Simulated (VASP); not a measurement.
Write the native input for VASP 6.6.1 that does the following.

```
Task                   : single point
Functional             : PBEsol
Dispersion             : D4
Potentials or basis    : VASP PAW PBE potentials, release 64 (V_sv)
Cutoff                 : 520 eV
k mesh                 : 12 × 12 × 12
Occupations            : fermi-dirac, width 0.05 eV
Spin                   : collinear spin, ferromagnetic start
Starting moments       : [2.0] μB
Dipole correction      : no
Further INCAR settings : ALGO = Normal; EDIFF = 1e-06; NBANDS = 16
```

The structure of V lies in POSCAR:

```
V
1.0
   -1.5440506776      1.5440506776      1.5440506776
    1.5440506776     -1.5440506776      1.5440506776
    1.5440506776      1.5440506776     -1.5440506776
V
1
Direct
    0.0000000000      0.0000000000      0.0000000000
```

The input as run:

INCAR

```
PREC = Accurate ; ENCUT = 520
EDIFF = 1E-6 ; ISMEAR = -1
SIGMA = 0.05 ; LREAL = False
LASPH = True ; NELM = 150
ALGO = Normal ; ISIF = 2
LWAVE = False ; LCHARG = False
ISPIN = 2 ; MAGMOM = 2
LORBIT = 11 ; LMAXMIX = 4
GGA = PS ; IVDW = 13
NBANDS = 16
```

KPOINTS

```
regular mesh
0
Gamma
  12 12 12
```

Potentials or basis: VASP PAW PBE potentials, release 64 (V_sv).

Command:

```bash
$ cat potpaw_PBE.64/V_sv/POTCAR > POTCAR
$ mpirun -np 1 vasp_std > vasp.out
```

Results of the run:

```yaml
Pressure: -21.3 GPa
Net_moment: 0.00 μB per cell
Valence_electrons_inside_the_program's_atomic_spheres: V 11.52
Dispersion_energy_per_atom: -0.174 eV
```

Caveat: the cell stands under tension; the moments typed at the start vanished in this run; the PAW data sets were made with another functional, which shifts forces and pressure a little.

It took 15 s on 1 thread of Intel(R) Xeon(R) 6975P-C (Granite Rapids), with other jobs on the host, peak memory 0.14 GiB.
